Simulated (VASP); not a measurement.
# SnO (P4/nmm) in VASP: further runs, part 2 of 2

VASP 6.6.1. Earlier steps stand in the parts before.

## 3. Single point, PBEsol

This run uses another cell than the first one, of 16.97 Å³/atom, 1.019 times its volume.

Contents of INCAR:

```
ALGO = Normal
EDIFF = 1E-7
ENCUT = 520
GGA = PS
ISIF = 2
ISMEAR = 0
LASPH = T
LCHARG = F
LREAL = F
LWAVE = F
NBANDS = 28
NELM = 60
PREC = Accurate
SIGMA = 0.15
```

Contents of KPOINTS:

```
k-points
0
Gamma
  10 10 8
```

Contents of POSCAR:

```
SnO
1.0
    3.6715000000      0.0000000000      0.0000000000
    0.0000000000      3.6715000000      0.0000000000
    0.0000000000      0.0000000000      5.0349000000
Sn O
2 2
Direct
    0.0000000000      0.5000000000      0.2425296443
    0.5000000000      0.0000000000      0.7574703557
    0.0000000000      0.0000000000      0.0000000000
    0.5000000000      0.5000000000      0.0000000000
```

Potentials or basis: VASP PAW PBE potentials, release 64 (Sn_d, O).

Launch:

```bash
cat potpaw_PBE.64/Sn_d/POTCAR potpaw_PBE.64/O/POTCAR > POTCAR
mpirun -np 1 vasp_std > vasp.out
```

OUTCAR:

```text
EDIFF = 1E-7
   ENCUT = 520
   GGA = PS
   ISIF = 2
   ISMEAR = 0
   LASPH = T
   LREAL = F
   NELM = 60
   PREC = Accurate

 ion  position               nearest neighbor table
   1  0.000  0.500  0.243-   3 2.20   4 2.20   3 2.20   4 2.20   2 3.56   2 3.56   2 3.56   2 3.56
                             2 3.67   2 3.67   2 3.67   2 3.67
   2  0.500  0.000  0.757-   3 2.20   4 2.20   4 2.20   3 2.20   1 3.56   1 3.56   1 3.56   1 3.56
                             1 3.67   1 3.67   1 3.67   1 3.67
   3  0.000  0.000  0.000-   1 2.20   2 2.20   1 2.20   2 2.20
   4  0.500  0.500  0.000-   1 2.20   2 2.20   2 2.20   1 2.20

  LATTYP: Found a simple tetragonal cell.
 ALAT       =     3.6715000000
 C/A-ratio  =     1.3713468610

  Lattice vectors:

 A1 = (   3.6715000000,   0.0000000000,   0.0000000000)
 A2 = (   0.0000000000,   3.6715000000,   0.0000000000)
 A3 = (   0.0000000000,   0.0000000000,   5.0349000000)

Analysis of symmetry for initial positions (statically):
=====================================================================
 Subroutine PRICEL returns:
 Original cell was already a primitive cell.

 Routine SETGRP: Setting up the symmetry group for a
 simple tetragonal supercell.

 Subroutine GETGRP returns: Found 16 space group operations
 (whereof  8 operations were pure point group operations)
 out of a pool of 16 trial point group operations.

The static configuration has the point symmetry D_2d.
 The point group associated with its full space group is D_4h.

Analysis of symmetry for dynamics (positions and initial velocities):
=====================================================================
 Subroutine PRICEL returns:
 Original cell was already a primitive cell.

 Routine SETGRP: Setting up the symmetry group for a
 simple tetragonal supercell.

 Subroutine GETGRP returns: Found 16 space group operations
 (whereof  8 operations were pure point group operations)
 out of a pool of 16 trial point group operations.

The dynamic configuration has the point symmetry D_2d.
 The point group associated with its full space group is D_4h.

 Subroutine INISYM returns: Found 16 space group operations
 (whereof  8 operations are pure point group operations),
 and found     1 'primitive' translations

----------------------------------------------------------------------------------------

                                     Primitive cell

  volume of cell :      67.8700

  direct lattice vectors                    reciprocal lattice vectors
     3.671500000  0.000000000  0.000000000     0.272368242  0.000000000  0.000000000
     0.000000000  3.671500000  0.000000000     0.000000000  0.272368242  0.000000000
     0.000000000  0.000000000  5.034900000     0.000000000  0.000000000  0.198613677

  length of vectors
     3.671500000  3.671500000  5.034900000     0.272368242  0.272368242  0.198613677

  position of ions in fractional coordinates (direct lattice)
     0.000000000  0.500000000  0.242529644
     0.500000000  0.000000000  0.757470356
     0.000000000  0.000000000  0.000000000
     0.500000000  0.500000000  0.000000000

  ion indices of the primitive-cell ions
   primitive index   ion index
                 1           1
                 2           2
                 3           3
                 4           4

----------------------------------------------------------------------------------------

 KPOINTS: k-points

Automatic generation of k-mesh.
 Grid dimensions read from file:
 generate k-points for:   10   10    8

 Generating k-lattice:

  Cartesian coordinates                     Fractional coordinates (reciprocal lattice)
     0.027236824  0.000000000  0.000000000     0.100000000  0.000000000  0.000000000
     0.000000000  0.027236824  0.000000000     0.000000000  0.100000000  0.000000000
     0.000000000  0.000000000  0.024826710     0.000000000  0.000000000  0.125000000

  Length of vectors
     0.027236824  0.027236824  0.024826710

  Shift w.r.t. Gamma in fractional coordinates (k-lattice)
     0.000000000  0.000000000  0.000000000

 Subroutine IBZKPT returns following result:
 ===========================================

 Found    105 irreducible k-points:

 Following reciprocal coordinates:
            Coordinates               Weight
  0.000000  0.000000  0.000000      1.000000
  0.100000  0.000000  0.000000      4.000000
  0.200000  0.000000  0.000000      4.000000
  0.300000  0.000000  0.000000      4.000000
  0.400000  0.000000  0.000000      4.000000
  0.500000  0.000000  0.000000      2.000000
[... 16 lines left out ...]
  0.100000  0.000000  0.125000      8.000000
  0.200000  0.000000  0.125000      8.000000
 [... further k-points ...]
   k-points           NKPTS =    105   k-points in BZ     NKDIM =    105   number of bands    NBANDS=     28
   number of dos      NEDOS =    301   number of ions     NIONS =      4
   total plane-waves  NPLWV =  31360
   dimension x,y,z NGX =    28 NGY =   28 NGZ =   40
   dimension x,y,z NGXF=    56 NGYF=   56 NGZF=   80
   ions per type =               2   2
   NGX,Y,Z   is equivalent  to a cutoff of  12.68, 12.68, 13.21 a.u.
   NGXF,Y,Z  is equivalent  to a cutoff of  25.36, 25.36, 26.41 a.u.
 SYSTEM =  unknown system
   PREC   = accura    normal or accurate (medium, high low for compatibility)
   ISTART =      0    job   : 0-new  1-cont  2-samecut
   ICHARG =      2    charge: 1-file 2-atom 10-const
   ISPIN  =      1    spin polarized calculation?
   LNONCOLLINEAR =      F non collinear calculations
   LSORBIT =      F    spin-orbit coupling
   LASPH  =      T    aspherical Exc in radial PAW
   ENCUT  =  520.0 eV  38.22 Ry    6.18 a.u.   6.83  6.83  9.36*2*pi/ulx,y,z
   NELM   =     60;   NELMIN=  2; NELMDL= -5     # of ELM steps
   EDIFF  = 0.1E-06   stopping-criterion for ELM
   LREAL  =      F    real-space projection
   EDIFFG = 0.1E-05   stopping-criterion for IOM
   NSW    =      0    number of steps for IOM
   IBRION =     -1    ionic relax: 0-MD 1-quasi-New 2-CG
   NFREE  =      0    steps in history (QN), initial steepest desc. (CG)
   ISIF   =      2    stress and relaxation
   ISYM   =      2    0-nonsym 1-usesym 2-fastsym
   POTIM  = 0.5000    time-step for ionic-motion
   TEBEG  =    0.0;   TEEND  =   0.0 temperature during run
   PSTRESS=    0.0 pullay stress
   NELECT =      40.0000    total number of electrons
   NUPDOWN=      -1.0000    fix difference up-down
   EMIN   =  10.00;   EMAX   =-10.00  energy-range for DOS
   EFERMI =   0.00;   METHOD = LEGACY
   ISMEAR =     0;   SIGMA  =   0.15  broadening in eV -4-tet -1-fermi 0-gaus
   EFERMI_NEDOS =   21; number of points for ismear=-14 and -15
   IALGO  =     38    algorithm
   IMIX   =      4    mixing-type and parameters
     AMIX     =   0.40;   BMIX     =  1.00
     AMIX_MAG =   1.60;   BMIX_MAG =  1.00
  volume/ion in A,a.u.               =      16.97       114.50
  Fermi-wavevector in a.u.,A,eV,Ry     =   1.372573  2.593787 25.632795  1.883957
  Thomas-Fermi vector in A             =   2.498168
   LORBIT       =      0    0 simple, 1 ext, 2 COOP (PROOUT), +10 PAW based schemes
   GGA     = PS    functional components
   LHFCALC =     F    Hartree Fock is set to
   AEXX    =    0.0000 exact exchange contribution
   IVDW    =     0    specifies the selected vdW correction
   LEPSILON=     F    determine dielectric tensor
   LRPA    =     F    only Hartree local field effects (RPA)
 non-spin polarized calculation
 Gauss-broadening in eV      SIGMA  =   0.15
  energy-cutoff  :      520.00
  volume of cell :       67.87
 maximum number of plane-waves:      1860
 NGX is ok and might be reduce to    28
   NGX = 13   NGY = 13   NGZ = 19

 number of electron      39.9999981 magnetization

 Free energy of the ion-electron system (eV)
  ---------------------------------------------------
  ext. energy  EPLUGINS =         0.00000000
  ---------------------------------------------------
  free energy    TOTEN  =       -24.09829655 eV

  energy without entropy =      -24.09561511  energy(sigma->0) =      -24.09695583

 E-fermi :   7.6198     XC(G=0): -10.6478

 val. band max:        7.5051468833   @ k =   0.0000   0.0000   0.1250
 cond. band min:       7.6621342699   @ k =   0.1000   0.1000   0.0000
 fundamental gap:      0.1569873866
 Fermi energy:         7.6197930587

 k-point     1 :       0.0000    0.0000    0.0000
  band No.  band energies     occupation
      1     -14.5539      2.00000
      2     -14.1281      2.00000
      3     -14.0830      2.00000
      4     -14.0830      2.00000
      5     -14.0403      2.00000
      6     -14.0191      2.00000
[... 20 lines left out ...]
     27      14.1660      0.00000
[... 691 lines left out ...]
      6     -14.0418      2.00000
[... 20 lines left out ...]
     27      14.6468      0.00000
     28      17.3582      0.00000

 [... further k-points ...]
[... 5 lines left out ...]
  --------------------------------------------------------------------------------------
  -------------------------------------------------------------------------------------
  Total        2.4319661      2.4319661     -1.1589689      0.0000000      0.0000000      0.0000000
  in kB       57.4103492     57.4103492    -27.3592664      0.0000000      0.0000000      0.0000000
  external PRESSURE =      29.1538107 kB  Pullay stress =       0.0000000 kB

 VOLUME and BASIS-vectors are now :
 -----------------------------------------------------------------------------
  energy-cutoff  :      520.00
  volume of cell :       67.87
      direct lattice vectors                 reciprocal lattice vectors
     3.671500000  0.000000000  0.000000000     0.272368242  0.000000000  0.000000000
     0.000000000  3.671500000  0.000000000     0.000000000  0.272368242  0.000000000
     0.000000000  0.000000000  5.034900000     0.000000000  0.000000000  0.198613677

 POSITION                                       TOTAL-FORCE (eV/Angst)
 -----------------------------------------------------------------------------------
      0.00000      1.83575      1.22111        -0.000000      0.000000     -0.268851
      1.83575      0.00000      3.81379         0.000000      0.000000      0.268851
      0.00000      0.00000      0.00000        -0.000000      0.000000      0.000000
      1.83575      1.83575      0.00000         0.000000     -0.000000      0.000000
 -----------------------------------------------------------------------------------
    total drift:                                0.000000      0.000000      0.000000

  FREE ENERGIE OF THE ION-ELECTRON SYSTEM (eV)
  ---------------------------------------------------
  free  energy   TOTEN  =       -24.0982965530 eV

  energy  without entropy=      -24.0956151108  energy(sigma->0) =      -24.09695583
```

OSZICAR:

```text
N       E                     dE             d eps       ncg     rms          rms(c)
DAV:   1     0.414836147202E+03    0.41484E+03   -0.19892E+04  6104   0.220E+03
DAV:   2     0.354384193455E+02   -0.37940E+03   -0.36383E+03  6040   0.545E+02
DAV:   3    -0.246156035093E+02   -0.60054E+02   -0.58954E+02  6748   0.181E+02
DAV:   4    -0.273741206815E+02   -0.27585E+01   -0.27464E+01  6704   0.414E+01
DAV:   5    -0.274394221181E+02   -0.65301E-01   -0.65293E-01  6396   0.688E+00    0.110E+01
DAV:   6    -0.241383580804E+02    0.33011E+01   -0.14025E+01  9544   0.435E+01    0.474E+00
DAV:   7    -0.241355978834E+02    0.27602E-02   -0.17650E+00  6828   0.800E+00    0.244E+00
DAV:   8    -0.241082788155E+02    0.27319E-01   -0.26883E-01  7512   0.347E+00    0.755E-01
DAV:   9    -0.240976350762E+02    0.10644E-01   -0.41441E-02  9252   0.235E+00    0.198E-01
DAV:  10    -0.240985515756E+02   -0.91650E-03   -0.61566E-03  7968   0.762E-01    0.120E-01
DAV:  11    -0.240982779042E+02    0.27367E-03   -0.12752E-03  8980   0.359E-01    0.208E-02
DAV:  12    -0.240983048976E+02   -0.26993E-04   -0.23672E-04  6132   0.873E-02    0.287E-02
DAV:  13    -0.240982979720E+02    0.69256E-05   -0.15838E-05  7592   0.292E-02    0.103E-02
DAV:  14    -0.240982965209E+02    0.14511E-05   -0.47261E-06  6944   0.176E-02    0.149E-03
DAV:  15    -0.240982965530E+02   -0.32117E-07   -0.65002E-07  6688   0.516E-03
   1 F= -.24098297E+02 E0= -.24096956E+02  d E =-.268144E-02
```

It took 2.4 min on 1 thread of Intel Xeon Platinum 8259CL at 2.50GHz (Skylake/Cascade Lake), shared host; peak memory 0.28 GiB.

Results:

* Free energy: -24.0983 eV
* Pressure: 2.9 GPa
* Largest force: 0.269 eV/Å
* Band gap on the k mesh: zero (band 20 reaches 7.78 eV, above the bottom of band 21 at 7.24 eV)

Forces in eV/Å, atoms in the order of the input:
```
Sn   0.000  0.000 -0.269
Sn   0.000  0.000  0.269
O    0.000  0.000  0.000
O    0.000  0.000  0.000
```

Stress tensor (GPa, compression positive):
```
 5.74  0.00  0.00
 0.00  5.74  0.00
 0.00  0.00 -2.74
```

Caveat: the PAW data sets were made with another functional, which shifts forces and pressure a little; spin-orbit coupling is left out, which moves the levels of the heavy elements.

## 4. Single point, PBEsol

This run uses another cell than the first one, of 17.93 Å³/atom, 1.077 times its volume.

Contents of INCAR:

```
SYSTEM = SnO
ALGO = Normal
EDIFF = 1E-6
ENCUT = 520
GGA = PS
ISIF = 2
ISMEAR = 0
LASPH = .True.
LCHARG = .True.
LELF = .True.
LREAL = .False.
LVHAR = .True.
LWAVE = .False.
NBANDS = 28
NELM = 100
PREC = Accurate
SIGMA = 0.15
```

Contents of KPOINTS:

```
k-points
0
Gamma
  10 10 8
  0 0 0
```

Changes to POSCAR since step 3:

```diff
@@ -4,3 +4,3 @@
     0.0000000000      3.6715000000      0.0000000000
-    0.0000000000      0.0000000000      5.0349000000
+    0.0000000000      0.0000000000      5.3199000000
 Sn O
```

Launch:

```bash
cat potpaw_PBE.64/Sn_d/POTCAR potpaw_PBE.64/O/POTCAR > POTCAR
mpirun -np 1 vasp_std > vasp.out
```

Run time: 2.6 min. Hardware: 1 thread of Intel Xeon Platinum 8259CL at 2.50GHz (Skylake/Cascade Lake), shared host; peak memory 0.29 GiB.

The run converged. Its results:

| Item | Value |
| --- | --- |
| Free energy | -23.9417 eV |
| Pressure | -2.0 GPa |
| Largest force | 1.546 eV/Å |
| Band gap on the k mesh | zero (band 20 reaches 6.91 eV, above the bottom of band 21 at 6.56 eV) |

Forces on the atoms (eV/Å):
```
Sn   0.000  0.000 -1.546
Sn   0.000  0.000  1.546
O    0.000  0.000  0.000
O    0.000  0.000  0.000
```

Stress tensor (GPa, compression positive):
```
  2.29   0.00   0.00
  0.00   2.29   0.00
  0.00   0.00 -10.47
```

Levels at points of the mesh, in eV from the Fermi level:
| k point | band 17 | band 18 | band 19 | band 20 | band 21 | band 22 | band 23 | band 24 |
| --- | --- | --- | --- | --- | --- | --- | --- | --- |
| (0.00, 0.00, 0.00) | -3.37 | -2.43 | -2.43 | 0.11 | 2.35 | 4.17 | 4.70 | 4.70 |
| (0.50, 0.00, 0.00) | -4.28 | -4.28 | -3.02 | -3.02 | 2.50 | 2.50 | 6.00 | 6.00 |
| (0.50, 0.50, 0.00) | -2.23 | -2.23 | -1.79 | -1.79 | -0.24 | -0.24 | 3.73 | 3.73 |
| (0.00, 0.00, 0.50) | -3.40 | -3.05 | -2.44 | -2.44 | 2.63 | 3.13 | 3.13 | 4.43 |
| (0.50, 0.00, 0.50) | -4.27 | -4.27 | -2.08 | -2.08 | 1.75 | 1.75 | 5.68 | 5.68 |
| (0.50, 0.50, 0.50) | -2.75 | -2.75 | -1.79 | -1.79 | 1.84 | 1.84 | 3.05 | 3.05 |

Caveat: the PAW data sets were made with another functional, which shifts forces and pressure a little; spin-orbit coupling is left out, which moves the levels of the heavy elements.

## 5. Single point, PBEsol

This run uses another cell than the first one, of 18.22 Å³/atom, 1.094 times its volume.

Contents of INCAR:

```
ALGO = Normal
EDIFF = 1E-7
ENCUT = 520
GGA = PS
ISIF = 2
ISMEAR = 0
LASPH = True
LCHARG = True
LELF = True
LREAL = False
LVHAR = True
LWAVE = False
NBANDS = 28
NELM = 100
PREC = Accurate
SIGMA = 0.15
```

Contents of KPOINTS:

```
k-points
0
Gamma
  10 10 8
```

Contents of POSCAR:

```
SnO
1.0
    3.8046173858      0.0000000000      0.0000000000
    0.0000000000      3.8046173858      0.0000000000
    0.0000000000      0.0000000000      5.0349000000
Sn O
2 2
Direct
    0.0000000000      0.5000000000      0.2425296443
    0.5000000000      0.0000000000      0.7574703557
    0.0000000000      0.0000000000      0.0000000000
    0.5000000000      0.5000000000      0.0000000000
```

Launch:

```bash
cat potpaw_PBE.64/Sn_d/POTCAR potpaw_PBE.64/O/POTCAR > POTCAR
mpirun -np 1 vasp_std > vasp.out
```

It took 2.4 min on 1 thread of Intel Xeon Platinum 8259CL at 2.50GHz (Skylake/Cascade Lake), shared host; peak memory 0.29 GiB.

Results (log left out):

```
Free energy            : -24.1374 eV
Pressure               : -4.2 GPa
Largest force          : 0.992 eV/Å
Band gap on the k mesh : zero (band 20 reaches 6.58 eV, above the bottom of band 21 at 6.44 eV)
```

Forces on the atoms (eV/Å):
```
Sn   0.000  0.000 -0.992
Sn   0.000  0.000  0.992
O    0.000  0.000  0.000
O    0.000  0.000  0.000
```

Stress tensor (GPa, compression positive):
```
-2.99  0.00  0.00
 0.00 -2.99  0.00
 0.00  0.00 -6.53
```

Levels at points of the mesh, in eV from the Fermi level:
| k point | band 17 | band 18 | band 19 | band 20 | band 21 | band 22 | band 23 | band 24 |
| --- | --- | --- | --- | --- | --- | --- | --- | --- |
| (0.00, 0.00, 0.00) | -3.33 | -2.79 | -2.79 | -0.01 | 1.99 | 4.20 | 4.44 | 4.44 |
| (0.50, 0.00, 0.00) | -4.48 | -4.48 | -2.82 | -2.82 | 2.81 | 2.81 | 5.66 | 5.66 |
| (0.50, 0.50, 0.00) | -2.17 | -2.17 | -2.10 | -2.10 | -0.15 | -0.15 | 4.03 | 4.03 |
| (0.00, 0.00, 0.50) | -3.38 | -2.81 | -2.81 | -2.46 | 1.88 | 2.83 | 2.83 | 3.74 |
| (0.50, 0.00, 0.50) | -4.45 | -4.45 | -1.87 | -1.87 | 2.21 | 2.21 | 5.24 | 5.24 |
| (0.50, 0.50, 0.50) | -2.79 | -2.79 | -2.17 | -2.17 | 2.05 | 2.05 | 3.56 | 3.56 |

Caveat: the PAW data sets were made with another functional, which shifts forces and pressure a little; spin-orbit coupling is left out, which moves the levels of the heavy elements.

## 6. Overview

| cell | gap on the mesh (eV) | pressure (GPa) | largest force (eV/Å) |
| --- | --- | --- | --- |
| a = 3.538, b = 3.538, c = 5.320 Å, 4 atoms | none | 6.3 | 0.88 |
| a = 3.671, b = 3.671, c = 5.035 Å, 4 atoms | none | 2.9 | 0.27 |
| a = 3.671, b = 3.671, c = 5.320 Å, 4 atoms | none | -2.0 | 1.55 |
| a = 3.805, b = 3.805, c = 5.035 Å, 4 atoms | none | -4.2 | 0.99 |

Alike in all rows: task single point; level PBEsol; potentials or basis VASP PAW PBE potentials, release 64 (Sn_d, O); no spin polarisation; k mesh 10 × 10 × 8; cutoff (eV) 520; smearing gaussian 0.15 eV.

Caveats: the PAW data sets were made with another functional, which shifts forces and pressure a little; spin-orbit coupling is left out, which moves the levels of the heavy elements.

Absolute energies hang on the potentials; compare differences alone.
